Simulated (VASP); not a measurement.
# MoN2 (Pbam) in VASP: a series of runs, part 2 of 2

VASP 6.6.1. The steps go on from the part before.

## (5) Single point, PBE (strain +0.1125 x Voigt [1, -1, 0, 0, 0, 0])

INCAR

```
ALGO = Normal
EDIFF = 1E-6
ENCUT = 520
GGA = PE
ISIF = 2
ISMEAR = 0
LASPH = T
LCHARG = F
LREAL = F
LWAVE = F
NBANDS = 33
NELM = 60
PREC = Accurate
SIGMA = 0.15
```

KPOINTS

```
k-points
0
Gamma
  12 12 18
```

POSCAR

```
MoN2
1.0
    4.8205314164      0.0000000000      0.0000000000
    0.0000000000      3.8455924782      0.0000000000
    0.0000000000      0.0000000000      2.7518917152
Mo N
2 4
Direct
    0.5000000000      0.5000000000      0.0000000000
    0.0000000000      0.0000000000      0.0000000000
    0.8879039728      0.3879039728      0.5000000000
    0.1120960272      0.6120960272      0.5000000000
    0.3879039728      0.1120960272      0.5000000000
    0.6120960272      0.8879039728      0.5000000000
```

Potentials or basis: VASP PAW PBE potentials, release 64 (Mo_sv, N).

On the command line:

```
$ cat potpaw_PBE.64/Mo_sv/POTCAR potpaw_PBE.64/N/POTCAR > POTCAR
$ mpirun -np 1 vasp_std > vasp.out
```

OUTCAR:

```text
EDIFF = 1E-6
   ENCUT = 520
   GGA = PE
   ISIF = 2
   ISMEAR = 0
   LASPH = T
   LREAL = F
   NELM = 60
   PREC = Accurate

 ion  position               nearest neighbor table
   1  0.500  0.500  0.000-   5 2.10   6 2.10   5 2.10   6 2.10   3 2.36   4 2.36   3 2.36   4 2.36
                             2 3.08   2 3.08   2 3.08   2 3.08
   2  0.000  0.000  0.000-   3 2.10   4 2.10   3 2.10   4 2.10   5 2.36   6 2.36   5 2.36   6 2.36
                             1 3.08   1 3.08   1 3.08   1 3.08
   3  0.888  0.388  0.500-   4 1.38   2 2.10   2 2.10   1 2.36   1 2.36
   4  0.112  0.612  0.500-   3 1.38   2 2.10   2 2.10   1 2.36   1 2.36
   5  0.388  0.112  0.500-   6 1.38   1 2.10   1 2.10   2 2.36   2 2.36
   6  0.612  0.888  0.500-   5 1.38   1 2.10   1 2.10   2 2.36   2 2.36

  LATTYP: Found a simple orthorhombic cell.
 ALAT       =     2.7518917152
 B/A-ratio  =     1.3974359736
 C/A-ratio  =     1.7517155162

  Lattice vectors:

 A1 = (   0.0000000000,   0.0000000000,  -2.7518917152)
 A2 = (   0.0000000000,   3.8455924782,   0.0000000000)
 A3 = (   4.8205314164,   0.0000000000,   0.0000000000)

Analysis of symmetry for initial positions (statically):
=====================================================================
 Subroutine PRICEL returns:
 Original cell was already a primitive cell.

 Routine SETGRP: Setting up the symmetry group for a
 simple orthorhombic supercell.

 Subroutine GETGRP returns: Found  8 space group operations
 (whereof  4 operations were pure point group operations)
 out of a pool of  8 trial point group operations.

The static configuration has the point symmetry C_2h.
 The point group associated with its full space group is D_2h.

Analysis of symmetry for dynamics (positions and initial velocities):
=====================================================================
 Subroutine PRICEL returns:
 Original cell was already a primitive cell.

 Routine SETGRP: Setting up the symmetry group for a
 simple orthorhombic supercell.

[... 131 lines left out ...]
   IMIX   =      4    mixing-type and parameters
     AMIX     =   0.40;   BMIX     =  1.00
     AMIX_MAG =   1.60;   BMIX_MAG =  1.00
  volume/ion in A,a.u.               =       8.50        57.38
  Fermi-wavevector in a.u.,A,eV,Ry     =   1.604201  3.031500 35.014053  2.573460
  Thomas-Fermi vector in A             =   2.700743
   LORBIT       =      0    0 simple, 1 ext, 2 COOP (PROOUT), +10 PAW based schemes
   GGA     = PE    functional components
   LHFCALC =     F    Hartree Fock is set to
   AEXX    =    0.0000 exact exchange contribution
   IVDW    =     0    specifies the selected vdW correction
   LEPSILON=     F    determine dielectric tensor
   LRPA    =     F    only Hartree local field effects (RPA)
 non-spin polarized calculation
 Gauss-broadening in eV      SIGMA  =   0.15
  energy-cutoff  :      520.00
  volume of cell :       51.01
 maximum number of plane-waves:      1396
 NGX is ok and might be reduce to    36
   NGX = 17   NGY = 15   NGZ = 11

 number of electron      48.0000001 magnetization

 Free energy of the ion-electron system (eV)
  ---------------------------------------------------
  ext. energy  EPLUGINS =         0.00000000
  ---------------------------------------------------
  free energy    TOTEN  =       -52.57187447 eV

  energy without entropy =      -52.54785250  energy(sigma->0) =      -52.55986349

 E-fermi :  12.6228     XC(G=0): -13.7935

 val. band max:       12.6197107499   @ k =   0.2500   0.4167   0.0000
 cond. band min:      12.6254704232   @ k =   0.2500   0.4167   0.1111
 fundamental gap:      0.0057596733
 Fermi energy:        12.6227540089

 k-point     1 :       0.0000    0.0000    0.0000
  band No.  band energies     occupation
      1     -49.4654      2.00000
      2     -49.4075      2.00000
      3     -23.7740      2.00000
      4     -23.5824      2.00000
      5     -23.3536      2.00000
      6     -23.3391      2.00000
[... 853 lines left out ...]
     32      17.9020      0.00000
     33      19.4772      0.00000

 [... further k-points ...]
[... 5 lines left out ...]
  --------------------------------------------------------------------------------------
  -------------------------------------------------------------------------------------
  Total      -12.0855687     22.9175440      5.7980414      0.0000000      0.0000000      0.0000000
  in kB     -379.5667452    719.7623713    182.0968254      0.0000000      0.0000000      0.0000000
  external PRESSURE =     174.0974838 kB  Pullay stress =       0.0000000 kB

 VOLUME and BASIS-vectors are now :
 -----------------------------------------------------------------------------
  energy-cutoff  :      520.00
  volume of cell :       51.01
      direct lattice vectors                 reciprocal lattice vectors
     4.820531416  0.000000000  0.000000000     0.207446008  0.000000000  0.000000000
     0.000000000  3.845592478  0.000000000     0.000000000  0.260037954  0.000000000
     0.000000000  0.000000000  2.751891715     0.000000000  0.000000000  0.363386391

 POSITION                                       TOTAL-FORCE (eV/Angst)
 -----------------------------------------------------------------------------------
      2.41027      1.92280      0.00000         0.000000      0.000000      0.000000
      0.00000      0.00000      0.00000         0.000000      0.000000      0.000000
      4.28017      1.49172      1.37595         1.038180     -0.301111      0.000000
      0.54036      2.35387      1.37595        -1.038180      0.301111      0.000000
      1.86990      0.43108      1.37595         1.038180      0.301111      0.000000
      2.95063      3.41452      1.37595        -1.038180     -0.301111      0.000000
 -----------------------------------------------------------------------------------
    total drift:                                0.000000      0.000000     -0.000000

  FREE ENERGIE OF THE ION-ELECTRON SYSTEM (eV)
  ---------------------------------------------------
  free  energy   TOTEN  =       -52.5718744696 eV

  energy  without entropy=      -52.5478525005  energy(sigma->0) =      -52.55986349
```

OSZICAR:

```text
N       E                     dE             d eps       ncg     rms          rms(c)
DAV:   1     0.429892761211E+03    0.42989E+03   -0.27785E+04 32348   0.152E+03
DAV:   2    -0.398517210345E+02   -0.46974E+03   -0.44473E+03 37348   0.444E+02
DAV:   3    -0.605193454943E+02   -0.20668E+02   -0.20144E+02 38939   0.933E+01
DAV:   4    -0.608241557678E+02   -0.30481E+00   -0.30337E+00 37282   0.107E+01
DAV:   5    -0.608303577767E+02   -0.62020E-02   -0.61933E-02 40585   0.123E+00    0.439E+01
DAV:   6    -0.541283410025E+02    0.67020E+01   -0.35543E+01 36355   0.407E+01    0.128E+01
DAV:   7    -0.528307981883E+02    0.12975E+01   -0.75892E+00 34570   0.209E+01    0.120E+01
DAV:   8    -0.525782627422E+02    0.25254E+00   -0.82970E-01 34287   0.756E+00    0.129E+00
DAV:   9    -0.525725922910E+02    0.56705E-02   -0.34033E-02 37415   0.141E+00    0.305E-01
DAV:  10    -0.525721042586E+02    0.48803E-03   -0.51137E-03 35321   0.551E-01    0.138E-01
DAV:  11    -0.525718723036E+02    0.23195E-03   -0.68861E-04 34852   0.203E-01    0.302E-02
DAV:  12    -0.525718769406E+02   -0.46370E-05   -0.49404E-05 36266   0.479E-02    0.147E-02
DAV:  13    -0.525718743850E+02    0.25556E-05   -0.64608E-06 35848   0.202E-02    0.169E-03
DAV:  14    -0.525718744696E+02   -0.84648E-07   -0.36742E-07 17506   0.437E-03
   1 F= -.52571874E+02 E0= -.52559863E+02  d E =-.240220E-01
```

Run time: 3.8 min. Hardware: 1 thread of Intel Xeon 6975P-C (Granite Rapids), shared host; peak memory 0.66 GiB.

Results:

| Property | Result |
| --- | --- |
| Free energy | -52.5719 eV |
| Pressure | 17.4 GPa |
| Largest force | 1.081 eV/Å |
| Band gap on the k mesh | zero (band 24 reaches 13.12 eV, above the bottom of band 25 at 12.19 eV) |

Forces on the atoms (eV/Å):
```
Mo   0.000  0.000  0.000
Mo   0.000  0.000  0.000
N    1.038 -0.301  0.000
N   -1.038  0.301  0.000
N    1.038  0.301  0.000
N   -1.038 -0.301  0.000
```

Caveat: the cell differs from its parent crystal (strain +0.1125 x Voigt [1, -1, 0, 0, 0, 0]); forces of over 1 eV/Å act on the atoms, so gaps and moduli don't describe the material at rest.

## (6) Single point, PBE (strain +0.0375 x Voigt [1, -1, 0, 0, 0, 0])

INCAR

```
SYSTEM = MoN2
PREC = Accurate ; ENCUT = 520
EDIFF = 1E-6 ; ISMEAR = 0
SIGMA = 0.15 ; LREAL = .FALSE.
LASPH = .TRUE. ; NELM = 100
ALGO = Normal ; ISIF = 2
LWAVE = .FALSE. ; LCHARG = .TRUE.
GGA = PE ; LELF = .TRUE.
LVHAR = .TRUE. ; NBANDS = 33
```

KPOINTS

```
regular mesh
0
G
  12 12 18
  0 0 0
```

POSCAR: that of step 5 with these lines changed.

```diff
@@ -2,4 +2,4 @@
 1.0
-    4.8205314164      0.0000000000      0.0000000000
-    0.0000000000      3.8455924782      0.0000000000
+    4.4955517703      0.0000000000      0.0000000000
+    0.0000000000      4.1705721243      0.0000000000
     0.0000000000      0.0000000000      2.7518917152
```

Potentials or basis: VASP PAW PBE potentials, release 64 (Mo_sv, N).

On the command line:

```
$ cat potpaw_PBE.64/Mo_sv/POTCAR potpaw_PBE.64/N/POTCAR > POTCAR
$ mpirun -np 1 vasp_std > vasp.out
```

OUTCAR:

```text
SYSTEM = MoN2
   PREC = Accurate
   ENCUT = 520
   EDIFF = 1E-6
   ISMEAR = 0
   LREAL = .FALSE.
   LASPH = .TRUE.
   NELM = 100
   ISIF = 2
   GGA = PE

 ion  position               nearest neighbor table
   1  0.500  0.500  0.000-   5 2.18   6 2.18   5 2.18   6 2.18   3 2.27   4 2.27   3 2.27   4 2.27
                             2 3.07   2 3.07   2 3.07   2 3.07
   2  0.000  0.000  0.000-   3 2.18   4 2.18   3 2.18   4 2.18   5 2.27   6 2.27   5 2.27   6 2.27
                             1 3.07   1 3.07   1 3.07   1 3.07
   3  0.888  0.388  0.500-   4 1.37   2 2.18   2 2.18   1 2.27   1 2.27
   4  0.112  0.612  0.500-   3 1.37   2 2.18   2 2.18   1 2.27   1 2.27
   5  0.388  0.112  0.500-   6 1.37   1 2.18   1 2.18   2 2.27   2 2.27
   6  0.612  0.888  0.500-   5 1.37   1 2.18   1 2.18   2 2.27   2 2.27

  LATTYP: Found a simple orthorhombic cell.
 ALAT       =     2.7518917152
 B/A-ratio  =     1.5155291545
 C/A-ratio  =     1.6336223353

  Lattice vectors:

 A1 = (   0.0000000000,   0.0000000000,  -2.7518917152)
 A2 = (   0.0000000000,   4.1705721243,   0.0000000000)
 A3 = (   4.4955517703,   0.0000000000,   0.0000000000)

Analysis of symmetry for initial positions (statically):
=====================================================================
 Subroutine PRICEL returns:
 Original cell was already a primitive cell.

 Routine SETGRP: Setting up the symmetry group for a
 simple orthorhombic supercell.

 Subroutine GETGRP returns: Found  8 space group operations
 (whereof  4 operations were pure point group operations)
 out of a pool of  8 trial point group operations.

The static configuration has the point symmetry C_2h.
 The point group associated with its full space group is D_2h.

Analysis of symmetry for dynamics (positions and initial velocities):
=====================================================================
 Subroutine PRICEL returns:
 Original cell was already a primitive cell.
[... 133 lines left out ...]
   EFERMI_NEDOS =   21; number of points for ismear=-14 and -15
   IALGO  =     38    algorithm
   IMIX   =      4    mixing-type and parameters
     AMIX     =   0.40;   BMIX     =  1.00
     AMIX_MAG =   1.60;   BMIX_MAG =  1.00
  volume/ion in A,a.u.               =       8.60        58.03
  Fermi-wavevector in a.u.,A,eV,Ry     =   1.598154  3.020073 34.750582  2.554096
  Thomas-Fermi vector in A             =   2.695648
   LORBIT       =      0    0 simple, 1 ext, 2 COOP (PROOUT), +10 PAW based schemes
   GGA     = PE    functional components
   LHFCALC =     F    Hartree Fock is set to
   AEXX    =    0.0000 exact exchange contribution
   IVDW    =     0    specifies the selected vdW correction
   LEPSILON=     F    determine dielectric tensor
   LRPA    =     F    only Hartree local field effects (RPA)
 non-spin polarized calculation
 Gauss-broadening in eV      SIGMA  =   0.15
  energy-cutoff  :      520.00
  volume of cell :       51.60
 maximum number of plane-waves:      1412
 NGX is ok and might be reduce to    36
   NGX = 17   NGY = 15   NGZ = 11

 number of electron      48.0000002 magnetization

 Free energy of the ion-electron system (eV)
  ---------------------------------------------------
  ext. energy  EPLUGINS =         0.00000000
  ---------------------------------------------------
  free energy    TOTEN  =       -54.48630709 eV

  energy without entropy =      -54.46660807  energy(sigma->0) =      -54.47645758

 E-fermi :  12.3051     XC(G=0): -13.7411

 val. band max:       12.3044987688   @ k =   0.3333   0.0000   0.0556
 cond. band min:      12.3076121518   @ k =   0.3333   0.4167   0.0556
 fundamental gap:      0.0031133831
 Fermi energy:        12.3051080920

 k-point     1 :       0.0000    0.0000    0.0000
  band No.  band energies     occupation
      1     -49.7601      2.00000
      2     -49.6987      2.00000
      3     -23.9992      2.00000
      4     -23.9125      2.00000
      5     -23.6257      2.00000
      6     -23.6005      2.00000
[... 853 lines left out ...]
     32      17.3358      0.00000
     33      19.0405      0.00000

 [... further k-points ...]
[... 5 lines left out ...]
  --------------------------------------------------------------------------------------
  -------------------------------------------------------------------------------------
  Total       -5.6906092      7.2247456      0.8550373      0.0000000      0.0000000      0.0000000
  in kB     -176.7092833    224.3484945     26.5512935      0.0000000      0.0000000      0.0000000
  external PRESSURE =      24.7301682 kB  Pullay stress =       0.0000000 kB

 VOLUME and BASIS-vectors are now :
 -----------------------------------------------------------------------------
  energy-cutoff  :      520.00
  volume of cell :       51.60
      direct lattice vectors                 reciprocal lattice vectors
     4.495551770  0.000000000  0.000000000     0.222442105  0.000000000  0.000000000
     0.000000000  4.170572124  0.000000000     0.000000000  0.239775256  0.000000000
     0.000000000  0.000000000  2.751891715     0.000000000  0.000000000  0.363386391

 POSITION                                       TOTAL-FORCE (eV/Angst)
 -----------------------------------------------------------------------------------
      2.24778      2.08529      0.00000         0.000000      0.000000      0.000000
      0.00000      0.00000      0.00000         0.000000      0.000000      0.000000
      3.99162      1.61778      1.37595         0.287107     -0.298984     -0.000000
      0.50393      2.55279      1.37595        -0.287107      0.298984      0.000000
      1.74384      0.46750      1.37595         0.287107      0.298984      0.000000
      2.75171      3.70307      1.37595        -0.287107     -0.298984     -0.000000
 -----------------------------------------------------------------------------------
    total drift:                                0.000000      0.000000     -0.000000

  FREE ENERGIE OF THE ION-ELECTRON SYSTEM (eV)
  ---------------------------------------------------
  free  energy   TOTEN  =       -54.4863070928 eV

  energy  without entropy=      -54.4666080732  energy(sigma->0) =      -54.47645758
```

stdout:

```text
POSCAR found type information on POSCAR MoN
 POSCAR found :  2 types and       6 ions
 scaLAPACK will be used
 LDA part: xc-table for (Slater+PW92), standard interpolation
 POSCAR, INCAR and KPOINTS ok, starting setup
 FFT: planning ... GRIDC
 FFT: planning ... GRID_SOFT
 FFT: planning ... GRID
 WAVECAR not read
 entering main loop
```

Run time: 4.4 min. Hardware: 1 thread of Intel Xeon 6975P-C (Granite Rapids), shared host; peak memory 0.66 GiB.

What came out:

| Quantity | Value |
| --- | --- |
| Free energy | -54.4863 eV |
| Pressure | 2.5 GPa |
| Largest force | 0.415 eV/Å |
| Band gap on the k mesh | zero (band 24 reaches 13.77 eV, above the bottom of band 25 at 11.69 eV) |

Forces in eV/Å, atoms in the order of the input:
```
Mo   0.000  0.000  0.000
Mo   0.000  0.000  0.000
N    0.287 -0.299  0.000
N   -0.287  0.299  0.000
N    0.287  0.299  0.000
N   -0.287 -0.299  0.000
```

Levels at points of the mesh, in eV from the Fermi level:
```tsv
k point	band 21	band 22	band 23	band 24	band 25	band 26	band 27	band 28
(0.00, 0.00, 0.00)	-3.20	-2.95	-2.15	-1.77	0.47	0.75	0.99	1.67
(0.50, 0.00, 0.00)	-2.24	-2.24	-0.97	-0.97	-0.55	-0.55	1.83	1.83
(0.00, 0.50, 0.00)	-1.84	-1.84	-1.35	-1.35	-0.30	-0.30	2.60	2.60
(0.50, 0.50, 0.00)	-0.83	-0.83	0.48	0.48	0.51	0.51	0.97	0.97
(0.00, 0.00, 0.50)	-2.32	-1.81	0.57	1.01	1.53	2.00	2.36	2.73
(0.50, 0.00, 0.50)	-2.62	-2.62	-1.13	-1.13	2.67	2.67	3.42	3.42
(0.00, 0.50, 0.50)	-2.49	-2.49	-0.97	-0.97	2.22	2.22	2.27	2.27
(0.50, 0.50, 0.50)	-5.12	-5.12	-1.33	-1.33	2.43	2.43	3.29	3.29
```

Caveat: the cell differs from its parent crystal (strain +0.0375 x Voigt [1, -1, 0, 0, 0, 0]).

## (7) Summary

```tsv
cell	gap on the mesh (eV)	pressure (GPa)	largest force (eV/Å)
a = 4.902, b = 3.765, c = 2.752 Å, 6 atoms	none	23.4	1.23
a = 3.683, b = 4.983, c = 2.752 Å, 6 atoms	none	30.1	1.34
a = 4.577, b = 4.090, c = 2.752 Å, 6 atoms	none	4.8	0.60
a = 4.821, b = 3.846, c = 2.752 Å, 6 atoms	none	17.4	1.08
a = 4.496, b = 4.171, c = 2.752 Å, 6 atoms	none	2.5	0.41
```

Alike in all rows: task single point; level PBE; potentials or basis VASP PAW PBE potentials, release 64 (Mo_sv, N); no spin polarisation; k mesh 12 × 12 × 18; cutoff (eV) 520; smearing gaussian 0.15 eV.

Caveats: forces of over 1 eV/Å act on the atoms, so gaps and moduli don't describe the material at rest (some runs).

Absolute energies hang on the potentials; compare differences alone.
